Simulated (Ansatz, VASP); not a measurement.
# One calculation of Te, two programs

```
Te
1.0
     5.09060    0.00000    0.00000
    -2.54530    4.40859    0.00000
     0.00000    0.00000    5.65755
Te
3
Cartesian
  1.1223 0.0000 1.8859
  4.5294 0.9720 3.7717
  1.9841 3.4366 0.0000
```

Alike in both runs: task single point; functional BLYP; k mesh 7 × 7 × 5; occupations fermi-dirac, width 0.05 eV; no spin polarisation.

|  | VASP | Ansatz |
| --- | --- | --- |
| version | VASP 6.6.1 | Ansatz 0.2.0 |
| potentials or method | VASP PAW PBE potentials, release 64 (Te), cutoff 520 eV | plane waves (420 eV) with PAW, scalar-relativistic |
| valence electrons in the cell | 18 | 48 |

```csv
,VASP,Ansatz,Ansatz less VASP
pressure (GPa),4.7,4.4,-0.26
"traceless stress, the component that is largest in VASP (GPa)",1.84,1.75,-0.087
```

VASP's potentials were made for PBE, not for BLYP. VASP's potentials hold 18 valence electrons a cell and Ansatz's 48, so a difference there can come from the potentials and not from the codes.

Neither program's run includes spin-orbit coupling.
